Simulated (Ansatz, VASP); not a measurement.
One calculation of Pd, two programs

Contents of INCAR:

```
PREC = Accurate ; ENCUT = 520
EDIFF = 1E-7 ; ISMEAR = -1
SIGMA = 0.05 ; LREAL = F
LASPH = T ; NELM = 150
ALGO = Normal ; ISIF = 2
LWAVE = F ; LCHARG = F
ISPIN = 2 ; MAGMOM = 0.422 0.422
LORBIT = 11 ; LMAXMIX = 4
NBANDS = 21
```

The input KPOINTS:

```
regular mesh
0
Gamma
  11 11 11
```

Contents of POSCAR:

```
Pd
1.0
    0.0000000000      2.6902327926      2.6902327926
    2.6902327926      0.0000000000      2.6902327926
    2.6902327926      2.6902327926      0.0000000000
Pd
2
Direct
    0.1250000000      0.1250000000      0.1250000000
    0.8750000000      0.8750000000      0.8750000000
```

Input for Ansatz:

```yaml
crystal:
  lattice:
    - [0.0, 2.6902327926, 2.6902327926]
    - [2.6902327926, 0.0, 2.6902327926]
    - [2.6902327926, 2.6902327926, 0.0]
  atoms:
    - { symbol: Pd, position: [0.125, 0.125, 0.125], spin: 0.422 }
    - { symbol: Pd, position: [0.875, 0.875, 0.875], spin: 0.422 }
hamiltonian:
  xc: lda
  pseudopotentials:
    kind: paw
    azcp:
      Pd: "pseudopotentials/Pd.paw.azcp"
basis:
  ecutwfc: 420
  fft_grid_basis: typed
kpoints:
  mp_grid: { grid: [11, 11, 11], shift: [0, 0, 0] }
magnetization:
  spin_polarized: true
scf:
  occupations: { method: fermi_dirac, width: 0.05 }
  lower_state_search: "off"
output:
  stress: true
```

Alike in both runs: task single point; functional LDA; k mesh 11 × 11 × 11; occupations fermi-dirac, width 0.05 eV; collinear spin.

```csv
,VASP,Ansatz
version,VASP 6.6.1,Ansatz 0.2.0
potentials or method,"VASP PAW LDA potentials, release 64 (Pd), cutoff 520 eV","plane waves (420 eV) with PAW, scalar-relativistic"
valence electrons in the cell,20,36
```

VASP gave:

```
pressure (GPa)                                                : 16.5
net moment per atom (μB)                                      : 0.22
size of the moment on the site where the two differ most (μB) : 0.21
```

Q: What did Ansatz give for the same quantities?

A: Pressure (GPa): 17.5; net moment per atom (μB): 0.33; size of the moment on the site where the two differ most (μB): 0.31.

The net moments are unlike, so the other rows may belong to different states. Ansatz warns that its potentials were made for another functional, while VASP's fit it. LDA's correlation is that of Perdew and Zunger in VASP and of Perdew and Wang (1992) in Ansatz. Site moments also hang on the region over which each program counts them. VASP's potentials hold 20 valence electrons a cell and Ansatz's 36, so a difference there can come from the potentials and not from the codes.
